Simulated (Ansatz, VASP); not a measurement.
## ZnS: VASP beside Ansatz

Contents of INCAR:

```
SYSTEM = ZnS
PREC     = Accurate       ! precision mode
ENCUT    = 520            ! plane-wave cutoff, eV
EDIFF    = 1E-8           ! SCF threshold, eV
ISMEAR   = -1             ! smearing method
SIGMA    = 0.03           ! smearing width, eV
LREAL    = .False.        ! projectors in reciprocal space
LASPH    = .True.         ! aspherical terms in the spheres
NELM     = 80             ! most SCF steps
ALGO     = Normal         ! electronic algorithm
ISIF     = 2              ! what is computed and relaxed
LWAVE    = .False.        ! write WAVECAR
LCHARG   = .False.        ! write CHGCAR
GGA      = PS             ! functional
LEFG     = .True.       
NBANDS   = 26             ! bands
```

KPOINTS

```
regular mesh
0
Gamma
  8 8 5
  0 0 0
```

POSCAR

```
ZnS
1.0
    3.8109987816      0.0571649817      0.0571649817
   -1.8559930644      3.2718392677      0.0209238355
    0.0935100000      0.0935100000      6.2340000000
Zn S
2 2
Direct
    0.3333333333      0.6666666667      0.0000000000
    0.6666666667      0.3333333333      0.5000000000
    0.3333333333      0.6666666667      0.3850000000
    0.6666666667      0.3333333333      0.8850000000
```

Input for Ansatz:

```yaml
crystal:
  lattice:
    - [3.8109987816, 0.0571649817, 0.0571649817]
    - [-1.8559930644, 3.2718392677, 0.0209238355]
    - [0.09351, 0.09351, 6.234]
  atoms:
    - { symbol: Zn, position: [0.3333333333, 0.6666666667, 0.0] }
    - { symbol: Zn, position: [0.6666666667, 0.3333333333, 0.5] }
    - { symbol: S, position: [0.3333333333, 0.6666666667, 0.385] }
    - { symbol: S, position: [0.6666666667, 0.3333333333, 0.885] }
kpoints:
  mp_grid: { grid: [8, 8, 5] }
scf:
  occupations: { method: fermi_dirac, width: 0.03 }
hamiltonian:
  xc: pbesol
  pseudopotentials: { kind: all_electron, datasets: crystal }
output:
  forces: true
  stress: true
  eigenvalues: true
  efg: { contact_densities: true }
```

Change from the starting cell: equal xy, yz and zx shear strains of +3 %, crystal datasets.

Alike in both runs: task electric field gradients; functional PBEsol; k mesh 8 × 8 × 5; occupations fermi-dirac, width 0.03 eV; no spin polarisation.

|  | VASP | Ansatz |
| --- | --- | --- |
| version | VASP 6.6.1 | Ansatz 0.2.0 |
| potentials or method | VASP PAW PBE potentials, release 64 (Zn, S), cutoff 520 eV | all-electron PAW with datasets made for the crystal, scalar-relativistic |

Ansatz gave:

```
gap on the k mesh at the Fermi level (eV)                     : 2.04
pressure (GPa)                                                : -1.2
traceless stress, the component that is largest in VASP (GPa) : -1.72
rms of the force components (eV/Å)                            : 0.221
size of Vzz on the site where it differs most (V/Å²)          : 21.1
```

Q: Estimate VASP's values.

A: gap on the k mesh at the Fermi level (eV): 2.05; pressure (GPa): -1.0; traceless stress, the component that is largest in VASP (GPa): -1.73; rms of the force components (eV/Å): 0.223; size of Vzz on the site where it differs most (V/Å²): 22.6.

VASP's potentials were made for PBE, not for PBEsol. Atom by atom the forces differ by 0.002 eV/Å (rms over components). Ansatz ran all-electron here, and VASP with PAW potentials.
